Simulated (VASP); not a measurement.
# Pb (P6_3/mmc) in VASP: a series of runs, part 2 of 3

VASP 6.6.1. The steps go on from the part before.

### Step 4. Electric field gradients, PBE (zz strain of -1 %)

File INCAR:

```
ALGO = Normal
EDIFF = 1E-8
ENCUT = 520
GGA = PE
ISIF = 2
ISMEAR = -1
LASPH = True
LCHARG = False
LEFG = True
LREAL = False
LWAVE = False
NBANDS = 21
NELM = 80
PREC = Accurate
SIGMA = 0.05
```

File KPOINTS:

```
k-points
0
Gamma
  12 12 7
```

File POSCAR:

```
Pb
1.0
    3.4800006906      0.0000000000      0.0000000000
   -1.7400003453      3.0137690032      0.0000000000
    0.0000000000      0.0000000000      5.5341000000
Pb
2
Direct
    0.3333333333      0.6666666667      0.2500000000
    0.6666666667      0.3333333333      0.7500000000
```

Potentials or basis: VASP PAW PBE potentials, release 64 (Pb_d).

Command:

```bash
$ cat potpaw_PBE.64/Pb_d/POTCAR > POTCAR
$ mpirun -np 1 vasp_std > vasp.out
```

OUTCAR:

```text
EDIFF = 1E-8
   ENCUT = 520
   GGA = PE
   ISIF = 2
   ISMEAR = -1
   LASPH = True
   LREAL = False
   NELM = 80
   PREC = Accurate

 ion  position               nearest neighbor table
   1  0.333  0.667  0.250-   2 3.42   2 3.42   2 3.42   2 3.42   2 3.42   2 3.42
   2  0.667  0.333  0.750-   1 3.42   1 3.42   1 3.42   1 3.42   1 3.42   1 3.42

  LATTYP: Found a hexagonal cell.
 ALAT       =     3.4800006906
 C/A-ratio  =     1.5902583051

  Lattice vectors:

 A1 = (   3.4800006906,   0.0000000000,   0.0000000000)
 A2 = (  -1.7400003453,   3.0137690032,   0.0000000000)
 A3 = (   0.0000000000,   0.0000000000,   5.5341000000)

Analysis of symmetry for initial positions (statically):
=====================================================================
 Subroutine PRICEL returns:
 Original cell was already a primitive cell.

 Routine SETGRP: Setting up the symmetry group for a
 hexagonal supercell.

 Subroutine GETGRP returns: Found 24 space group operations
 (whereof 12 operations were pure point group operations)
 out of a pool of 24 trial point group operations.

The static configuration has the point symmetry D_3d.
 The point group associated with its full space group is D_6h.

Analysis of symmetry for dynamics (positions and initial velocities):
=====================================================================
 Subroutine PRICEL returns:
 Original cell was already a primitive cell.

 Routine SETGRP: Setting up the symmetry group for a
 hexagonal supercell.

 Subroutine GETGRP returns: Found 24 space group operations
 (whereof 12 operations were pure point group operations)
 out of a pool of 24 trial point group operations.

The dynamic configuration has the point symmetry D_3d.
 The point group associated with its full space group is D_6h.

 Subroutine INISYM returns: Found 24 space group operations
 (whereof 12 operations are pure point group operations),
 and found     1 'primitive' translations

----------------------------------------------------------------------------------------

                                     Primitive cell

  volume of cell :      58.0412

  direct lattice vectors                    reciprocal lattice vectors
     3.480000691  0.000000000  0.000000000     0.287356265  0.165905217  0.000000000
    -1.740000345  3.013769003  0.000000000     0.000000000  0.331810434  0.000000000
     0.000000000  0.000000000  5.534100000     0.000000000  0.000000000  0.180697855

  length of vectors
     3.480000691  3.480000691  5.534100000     0.331810434  0.331810434  0.180697855

  position of ions in fractional coordinates (direct lattice)
     0.333333333  0.666666667  0.250000000
     0.666666667  0.333333333  0.750000000

  ion indices of the primitive-cell ions
   primitive index   ion index
                 1           1
                 2           2

----------------------------------------------------------------------------------------

 KPOINTS: k-points

Automatic generation of k-mesh.
[... 62 lines left out ...]
   LSORBIT =      F    spin-orbit coupling
   LASPH  =      T    aspherical Exc in radial PAW
   ENCUT  =  520.0 eV  38.22 Ry    6.18 a.u.   6.47  6.47 10.29*2*pi/ulx,y,z
   NELM   =     80;   NELMIN=  2; NELMDL= -5     # of ELM steps
   EDIFF  = 0.1E-07   stopping-criterion for ELM
   LREAL  =      F    real-space projection
   EDIFFG = 0.1E-06   stopping-criterion for IOM
   NSW    =      0    number of steps for IOM
   IBRION =     -1    ionic relax: 0-MD 1-quasi-New 2-CG
   NFREE  =      0    steps in history (QN), initial steepest desc. (CG)
   ISIF   =      2    stress and relaxation
   ISYM   =      2    0-nonsym 1-usesym 2-fastsym
   POTIM  = 0.5000    time-step for ionic-motion
   TEBEG  =    0.0;   TEEND  =   0.0 temperature during run
   PSTRESS=    0.0 pullay stress
   NELECT =      28.0000    total number of electrons
   NUPDOWN=      -1.0000    fix difference up-down
   EMIN   =  10.00;   EMAX   =-10.00  energy-range for DOS
   EFERMI =   0.00;   METHOD = LEGACY
   ISMEAR =    -1;   SIGMA  =   0.05  broadening in eV -4-tet -1-fermi 0-gaus
   EFERMI_NEDOS =   21; number of points for ismear=-14 and -15
   IALGO  =     38    algorithm
   IMIX   =      4    mixing-type and parameters
     AMIX     =   0.40;   BMIX     =  1.00
     AMIX_MAG =   1.60;   BMIX_MAG =  1.00
  volume/ion in A,a.u.               =      29.02       195.84
  Fermi-wavevector in a.u.,A,eV,Ry     =   1.283952  2.426317 22.429645  1.648532
  Thomas-Fermi vector in A             =   2.416174
   LORBIT       =      0    0 simple, 1 ext, 2 COOP (PROOUT), +10 PAW based schemes
   GGA     = PE    functional components
[... 5 lines left out ...]
 non-spin polarized calculation
  energy-cutoff  :      520.00
  volume of cell :       58.04
 maximum number of plane-waves:      1583
 NGX is ok and might be reduce to    28
   NGX = 13   NGY = 13   NGZ = 21

 number of electron      28.0000001 magnetization

 Free energy of the ion-electron system (eV)
  ---------------------------------------------------
  ext. energy  EPLUGINS =         0.00000000
  ---------------------------------------------------
  free energy    TOTEN  =        -7.01212384 eV

  energy without entropy =       -7.00259181  energy(sigma->0) =       -7.00735783

 E-fermi :   7.7773     XC(G=0): -10.3999

 val. band max:        7.7225196134   @ k =   0.1667   0.1667   0.1429
 cond. band min:       7.7883371768   @ k =   0.4167   0.0833   0.1429
 fundamental gap:      0.0658175634
 Fermi energy:         7.7772959927

 k-point     1 :       0.0000    0.0000    0.0000
  band No.  band energies     occupation
      1      -9.3765      2.00000
      2      -9.3192      2.00000
      3      -9.3013      2.00000
      4      -9.3013      2.00000
      5      -9.2747      2.00000
      6      -9.2747      2.00000
[... 565 lines left out ...]
     20      16.0503      0.00000
     21      18.4115      0.00000

 [... further k-points ...]
[... 5 lines left out ...]
  --------------------------------------------------------------------------------------
  -------------------------------------------------------------------------------------
  Total        1.5690493      1.5690493      1.6636927     -0.0000000      0.0000000      0.0000000
  in kB       43.3122637     43.3122637     45.9248145     -0.0000000      0.0000000      0.0000000
  external PRESSURE =      44.1831140 kB  Pullay stress =       0.0000000 kB

 VOLUME and BASIS-vectors are now :
 -----------------------------------------------------------------------------
  energy-cutoff  :      520.00
  volume of cell :       58.04
      direct lattice vectors                 reciprocal lattice vectors
     3.480000691  0.000000000  0.000000000     0.287356265  0.165905217  0.000000000
    -1.740000345  3.013769003  0.000000000     0.000000000  0.331810434  0.000000000
     0.000000000  0.000000000  5.534100000     0.000000000  0.000000000  0.180697855

 POSITION                                       TOTAL-FORCE (eV/Angst)
 -----------------------------------------------------------------------------------
     -0.00000      2.00918      1.38352         0.000000     -0.000000      0.000000
      1.74000      1.00459      4.15057        -0.000000      0.000000      0.000000
 -----------------------------------------------------------------------------------
    total drift:                               -0.000000      0.000000     -0.000000

  FREE ENERGIE OF THE ION-ELECTRON SYSTEM (eV)
  ---------------------------------------------------
  free  energy   TOTEN  =        -7.0121238405 eV

  energy  without entropy=       -7.0025918111  energy(sigma->0) =       -7.00735783

 Electric field gradients (V/A^2)
---------------------------------------------------------------------
 ion       V_xx      V_yy      V_zz      V_xy      V_xz      V_yz
---------------------------------------------------------------------
   1       4.301     4.301    -8.602    -0.000     0.000    -0.000
   2       4.301     4.301    -8.602    -0.000    -0.000     0.000
---------------------------------------------------------------------

 Electric field gradients after diagonalization (V/A^2)
 (convention: |V_zz| > |V_xx| > |V_yy|)
----------------------------------------------------------------------
 ion       V_xx      V_yy      V_zz     asymmetry (V_yy - V_xx)/ V_zz
----------------------------------------------------------------------
   1       4.301     4.301    -8.602       0.000
   2       4.301     4.301    -8.602       0.000
----------------------------------------------------------------------

           NMR quadrupolar parameters

 Cq : quadrupolar parameter    Cq=e*Q*V_zz/h
 eta: asymmetry parameters     (V_yy - V_xx)/ V_zz
 Q  : nuclear electric quadrupole moment in mb (millibarn)
----------------------------------------------------------------------
 ion       Cq(MHz)       eta       Q (mb)
----------------------------------------------------------------------
   1      -0.021       0.000       1.000
   2      -0.021       0.000       1.000
----------------------------------------------------------------------
```

stdout:

```text
POSCAR found type information on POSCAR Pb
 POSCAR found :  1 types and       2 ions
 scaLAPACK will be used
 LDA part: xc-table for (Slater+PW92), standard interpolation
 POSCAR, INCAR and KPOINTS ok, starting setup
 FFT: planning ... GRIDC
 FFT: planning ... GRID_SOFT
 FFT: planning ... GRID
 WAVECAR not read
 entering main loop
ion   1

ion   2
```

It took 38 s on 1 thread of Intel Xeon 6975P-C (Granite Rapids), shared host; peak memory 0.21 GiB.

What came out:

```
Free energy            : -7.0121 eV
Pressure               : 4.4 GPa
Band gap on the k mesh : zero (band 14 reaches 13.37 eV, above the bottom of band 15 at 5.68 eV)
```

Levels at points of the mesh, in eV from the Fermi level:
| k point | band 10 | band 11 | band 12 | band 13 | band 14 | band 15 | band 16 | band 17 | band 18 | band 19 |
| --- | --- | --- | --- | --- | --- | --- | --- | --- | --- | --- |
| (0.00, 0.00, 0.00) | -16.82 | -12.06 | -7.93 | -4.35 | 5.51 | 5.51 | 7.47 | 7.47 | 8.42 | 8.70 |
| (0.50, 0.00, 0.00) | -16.79 | -8.48 | -7.20 | -2.88 | -1.36 | -0.56 | 1.79 | 1.89 | 5.85 | 6.11 |

Electric field gradients, principal values (V/Å²):
```csv
atom,least,middle,greatest (by size)
1 Pb,4.301,4.301,-8.602
2 Pb,4.301,4.301,-8.602
```

Caveat: the cell differs from its parent crystal (zz strain of -1 %); without QUAD_EFG the Cq values of the log hold for a quadrupole moment of 1 mb, not for the nuclei; spin-orbit coupling is left out, which moves the levels of the heavy elements.

### Step 5. Electric field gradients, PBE (equal xx and yy strain of -2 %)

File INCAR:

```
SYSTEM = Pb
  ALGO = Normal
  EDIFF = 1E-8
  ENCUT = 520
  GGA = PE
  ISIF = 2
  ISMEAR = -1
  LASPH = .True.
  LCHARG = .False.
  LEFG = .True.
  LREAL = .False.
  LWAVE = .False.
  NBANDS = 21
  NELM = 80
  PREC = Accurate
  SIGMA = 0.05
```

File KPOINTS:

```
k-points
0
Gamma
  12 12 7
  0 0 0
```

File POSCAR:

```
Pb
1.0
    3.4104006768      0.0000000000      0.0000000000
   -1.7052003384      2.9534936231      0.0000000000
    0.0000000000      0.0000000000      5.5900000000
Pb
2
Direct
    0.3333333333      0.6666666667      0.2500000000
    0.6666666667      0.3333333333      0.7500000000
```

Potentials or basis: VASP PAW PBE potentials, release 64 (Pb_d).

Command:

```bash
$ cat potpaw_PBE.64/Pb_d/POTCAR > POTCAR
$ mpirun -np 1 vasp_std > vasp.out
```

OUTCAR:

```text
SYSTEM = Pb
   EDIFF = 1E-8
   ENCUT = 520
   GGA = PE
   ISIF = 2
   ISMEAR = -1
   LASPH = .True.
   LREAL = .False.
   NELM = 80
   PREC = Accurate

 ion  position               nearest neighbor table
   1  0.333  0.667  0.250-   2 3.42   2 3.42   2 3.42   2 3.42   2 3.42   2 3.42
   2  0.667  0.333  0.750-   1 3.42   1 3.42   1 3.42   1 3.42   1 3.42   1 3.42

  LATTYP: Found a hexagonal cell.
 ALAT       =     3.4104006768
 C/A-ratio  =     1.6391035921

  Lattice vectors:

 A1 = (   3.4104006768,   0.0000000000,   0.0000000000)
 A2 = (  -1.7052003384,   2.9534936231,   0.0000000000)
 A3 = (   0.0000000000,   0.0000000000,   5.5900000000)

Analysis of symmetry for initial positions (statically):
=====================================================================
 Subroutine PRICEL returns:
 Original cell was already a primitive cell.

 Routine SETGRP: Setting up the symmetry group for a
 hexagonal supercell.

 Subroutine GETGRP returns: Found 24 space group operations
 (whereof 12 operations were pure point group operations)
 out of a pool of 24 trial point group operations.

The static configuration has the point symmetry D_3d.
 The point group associated with its full space group is D_6h.

Analysis of symmetry for dynamics (positions and initial velocities):
=====================================================================
 Subroutine PRICEL returns:
 Original cell was already a primitive cell.

 Routine SETGRP: Setting up the symmetry group for a
 hexagonal supercell.

 Subroutine GETGRP returns: Found 24 space group operations
 (whereof 12 operations were pure point group operations)
 out of a pool of 24 trial point group operations.

The dynamic configuration has the point symmetry D_3d.
 The point group associated with its full space group is D_6h.

 Subroutine INISYM returns: Found 24 space group operations
 (whereof 12 operations are pure point group operations),
 and found     1 'primitive' translations

----------------------------------------------------------------------------------------

                                     Primitive cell

  volume of cell :      56.3058

  direct lattice vectors                    reciprocal lattice vectors
     3.410400677  0.000000000  0.000000000     0.293220678  0.169291038  0.000000000
    -1.705200338  2.953493623  0.000000000     0.000000000  0.338582075  0.000000000
     0.000000000  0.000000000  5.590000000     0.000000000  0.000000000  0.178890877

  length of vectors
     3.410400677  3.410400677  5.590000000     0.338582075  0.338582075  0.178890877

  position of ions in fractional coordinates (direct lattice)
     0.333333333  0.666666667  0.250000000
     0.666666667  0.333333333  0.750000000

  ion indices of the primitive-cell ions
   primitive index   ion index
                 1           1
                 2           2

----------------------------------------------------------------------------------------

 KPOINTS: k-points

[... 72 lines left out ...]
   NFREE  =      0    steps in history (QN), initial steepest desc. (CG)
   ISIF   =      2    stress and relaxation
   ISYM   =      2    0-nonsym 1-usesym 2-fastsym
   POTIM  = 0.5000    time-step for ionic-motion
   TEBEG  =    0.0;   TEEND  =   0.0 temperature during run
   PSTRESS=    0.0 pullay stress
   NELECT =      28.0000    total number of electrons
   NUPDOWN=      -1.0000    fix difference up-down
   EMIN   =  10.00;   EMAX   =-10.00  energy-range for DOS
   EFERMI =   0.00;   METHOD = LEGACY
   ISMEAR =    -1;   SIGMA  =   0.05  broadening in eV -4-tet -1-fermi 0-gaus
   EFERMI_NEDOS =   21; number of points for ismear=-14 and -15
   IALGO  =     38    algorithm
   IMIX   =      4    mixing-type and parameters
     AMIX     =   0.40;   BMIX     =  1.00
     AMIX_MAG =   1.60;   BMIX_MAG =  1.00
  volume/ion in A,a.u.               =      28.15       189.99
  Fermi-wavevector in a.u.,A,eV,Ry     =   1.297009  2.450992 22.888171  1.682233
  Thomas-Fermi vector in A             =   2.428429
   LORBIT       =      0    0 simple, 1 ext, 2 COOP (PROOUT), +10 PAW based schemes
   GGA     = PE    functional components
   LHFCALC =     F    Hartree Fock is set to
   AEXX    =    0.0000 exact exchange contribution
   IVDW    =     0    specifies the selected vdW correction
   LEPSILON=     F    determine dielectric tensor
   LRPA    =     F    only Hartree local field effects (RPA)
 non-spin polarized calculation
  energy-cutoff  :      520.00
  volume of cell :       56.31
 maximum number of plane-waves:      1533
 NGX is ok and might be reduce to    28
   NGX = 13   NGY = 13   NGZ = 21

 number of electron      28.0000007 magnetization

 Free energy of the ion-electron system (eV)
  ---------------------------------------------------
  ext. energy  EPLUGINS =         0.00000000
  ---------------------------------------------------
  free energy    TOTEN  =        -6.95146962 eV

  energy without entropy =       -6.94002807  energy(sigma->0) =       -6.94574884

 E-fermi :   8.1156     XC(G=0): -10.5482

 val. band max:        8.1104451362   @ k =   0.4167   0.0833   0.1429
 cond. band min:       8.1261004100   @ k =   0.0833   0.0833   0.4286
 fundamental gap:      0.0156552738
 Fermi energy:         8.1156237285

 k-point     1 :       0.0000    0.0000    0.0000
  band No.  band energies     occupation
      1      -9.0492      2.00000
      2      -9.0012      2.00000
      3      -8.9702      2.00000
      4      -8.9702      2.00000
      5      -8.9435      2.00000
      6      -8.9435      2.00000
[... 565 lines left out ...]
     20      16.5924      0.00000
     21      18.4350      0.00000

 [... further k-points ...]

------------------------ aborting loop because EDIFF is reached ----------------------------------------

  FORCE on cell =-STRESS in cart. coord.  units (eV):
  Direction    XX          YY          ZZ          XY          YZ          ZX
  --------------------------------------------------------------------------------------
  -------------------------------------------------------------------------------------
  Total        2.3503861      2.3503861      2.3012943      0.0000000      0.0000000     -0.0000000
  in kB       66.8800429     66.8800429     65.4831390      0.0000000      0.0000000     -0.0000000
  external PRESSURE =      66.4144083 kB  Pullay stress =       0.0000000 kB

 VOLUME and BASIS-vectors are now :
 -----------------------------------------------------------------------------
  energy-cutoff  :      520.00
  volume of cell :       56.31
      direct lattice vectors                 reciprocal lattice vectors
     3.410400677  0.000000000  0.000000000     0.293220678  0.169291038  0.000000000
    -1.705200338  2.953493623  0.000000000     0.000000000  0.338582075  0.000000000
     0.000000000  0.000000000  5.590000000     0.000000000  0.000000000  0.178890877

 POSITION                                       TOTAL-FORCE (eV/Angst)
 -----------------------------------------------------------------------------------
     -0.00000      1.96900      1.39750        -0.000000      0.000000      0.000000
      1.70520      0.98450      4.19250         0.000000     -0.000000      0.000000
 -----------------------------------------------------------------------------------
    total drift:                               -0.000000      0.000000      0.000000

  FREE ENERGIE OF THE ION-ELECTRON SYSTEM (eV)
  ---------------------------------------------------
  free  energy   TOTEN  =        -6.9514696244 eV

  energy  without entropy=       -6.9400280656  energy(sigma->0) =       -6.94574884

 Electric field gradients (V/A^2)
---------------------------------------------------------------------
 ion       V_xx      V_yy      V_zz      V_xy      V_xz      V_yz
---------------------------------------------------------------------
   1       5.203     5.201   -10.404    -0.001     0.000    -0.000
   2       5.203     5.201   -10.404    -0.001    -0.000     0.000
---------------------------------------------------------------------

 Electric field gradients after diagonalization (V/A^2)
 (convention: |V_zz| > |V_xx| > |V_yy|)
----------------------------------------------------------------------
 ion       V_xx      V_yy      V_zz     asymmetry (V_yy - V_xx)/ V_zz
----------------------------------------------------------------------
   1       5.203     5.201   -10.404       0.000
   2       5.203     5.201   -10.404       0.000
----------------------------------------------------------------------

           NMR quadrupolar parameters

 Cq : quadrupolar parameter    Cq=e*Q*V_zz/h
 eta: asymmetry parameters     (V_yy - V_xx)/ V_zz
 Q  : nuclear electric quadrupole moment in mb (millibarn)
----------------------------------------------------------------------
 ion       Cq(MHz)       eta       Q (mb)
----------------------------------------------------------------------
   1      -0.025       0.000       1.000
   2      -0.025       0.000       1.000
----------------------------------------------------------------------
```

stdout:

```text
POSCAR found type information on POSCAR Pb
 POSCAR found :  1 types and       2 ions
 scaLAPACK will be used
 LDA part: xc-table for (Slater+PW92), standard interpolation
 POSCAR, INCAR and KPOINTS ok, starting setup
 FFT: planning ... GRIDC
 FFT: planning ... GRID_SOFT
 FFT: planning ... GRID
 WAVECAR not read
 entering main loop
ion   1

ion   2
```

It took 39 s on 1 thread of Intel Xeon 6975P-C (Granite Rapids), shared host; peak memory 0.21 GiB.

Results:

```yaml
Free_energy: -6.9515 eV
Pressure: 6.6 GPa
Band_gap_on_the_k_mesh: zero (band 14 reaches 14.27 eV, above the bottom of band 15 at 6.02 eV)
```

Electric field gradients, principal values (V/Å²):
| atom | least | middle | greatest (by size) |
| --- | --- | --- | --- |
| 1 Pb | 5.201 | 5.203 | -10.404 |
| 2 Pb | 5.201 | 5.203 | -10.404 |

Caveat: the cell differs from its parent crystal (equal xx and yy strain of -2 %); without QUAD_EFG the Cq values of the log hold for a quadrupole moment of 1 mb, not for the nuclei; spin-orbit coupling is left out, which moves the levels of the heavy elements.

(Part 2 of 3 ends here.)
